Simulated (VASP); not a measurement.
# BiP: single point with PBE

The system is BiP.

```
Bi P
1.0
     4.92324   -0.03499    0.05913
    -0.03499    4.91643   -0.01472
     0.05286   -0.01316    4.42702
Bi P
2 2
Direct
  0.49914 0.99892 0.30233
  0.00539 0.50171 0.69970
  0.99435 0.00668 0.00169
  0.50112 0.49270 0.99627
```

This cell differs from its parent crystal: atoms moved at random and the cell strained at random.

- Program: VASP 6.6.1
- Task: single point
- Functional: PBE
- Potentials or basis: VASP PAW PBE potentials, release 64 (Bi_d, P)
- Cutoff: 520 eV
- k mesh: 8 × 8 × 8
- Occupations: gaussian, width 0.05 eV
- Spin: no spin polarisation

```yaml
Pressure: 0.3 GPa
Largest_force: 0.185 eV/Å
Band_gap_on_the_k_mesh: zero (bands 20 and 21 overlap by 1.39 eV)
```

Forces in eV/Å, atoms in the order of the input:
```
Bi  -0.113 -0.022  0.010
Bi  -0.029  0.007 -0.088
P    0.156 -0.098 -0.009
P   -0.014  0.114  0.087
```

Stress tensor (GPa, compression positive):
```
 0.65  0.07 -0.38
 0.07  0.01 -0.02
-0.38 -0.02  0.10
```

Levels at points of the mesh, in eV from the Fermi level:
```csv
k point,band 17,band 18,band 19,band 20,band 21,band 22,band 23,band 24
"(0.00, 0.00, 0.00)",-1.59,-1.51,-1.36,-0.22,0.02,1.59,3.46,3.49
"(0.50, 0.00, 0.00)",-2.24,-2.14,-1.47,-1.39,1.49,1.52,3.59,3.92
"(0.00, 0.50, 0.00)",-2.24,-2.10,-1.48,-1.44,1.39,1.51,3.60,3.76
"(0.50, 0.50, 0.00)",-2.05,-2.01,0.18,0.25,0.64,0.77,1.54,1.63
"(0.00, 0.00, 0.50)",-2.46,-2.14,-2.04,-1.37,0.62,0.88,0.96,1.05
"(0.50, 0.00, 0.50)",-3.18,-2.99,-1.58,-1.53,1.42,1.49,2.48,2.68
"(0.00, 0.50, 0.50)",-3.19,-3.06,-1.57,-1.54,1.47,1.55,2.53,2.70
"(0.50, 0.50, 0.50)",-4.27,-4.22,0.71,0.84,3.35,3.45,4.05,4.13
```

Run time: 16 min on 1 thread of Intel Xeon 8259CL, with other jobs on the host, peak memory 0.7 GiB.

Caveat: the cell differs from its parent crystal (atoms moved at random and the cell strained at random); spin-orbit coupling is left out, which moves the levels of the heavy elements.
